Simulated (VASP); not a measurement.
A run of VASP 6.6.1:

The input INCAR:

```
SYSTEM = ZnSe
ALGO = Normal
EDIFF = 1E-6
ENCUT = 520
GGA = PS
ISIF = 2
ISMEAR = 0
LASPH = .True.
LCHARG = .False.
LREAL = .False.
LWAVE = .False.
NBANDS = 16
NELM = 60
PREC = Accurate
SIGMA = 0.05
```

Contents of KPOINTS:

```
k-points
0
Gamma
  6 6 6
  0 0 0
```

File POSCAR:

```
ZnSe
1.0
    3.3251530431      0.0000000000      0.0000000000
    0.0000000000      3.3251530431      0.0000000000
    0.0000000000      0.0000000000      3.3251530431
Zn Se
1 1
Direct
    0.0000000000      0.0000000000      0.0000000000
    0.5000000000      0.5000000000      0.5000000000
```

Potentials or basis: VASP PAW PBE potentials, release 64 (Zn, Se).

Run with:

```bash
$ cat potpaw_PBE.64/Zn/POTCAR potpaw_PBE.64/Se/POTCAR > POTCAR
$ mpirun -np 1 vasp_std > vasp.out
```

Hardware: 1 thread of Intel(R) Xeon(R) 6975P-C (Granite Rapids), on a shared host.

Task: Estimate the wall time of this run.

Result: It took 5.5 s on 1 thread of Intel(R) Xeon(R) 6975P-C (Granite Rapids) (shared host), peak memory 0.15 GiB. Counts: scf iterations 12, k points 20.
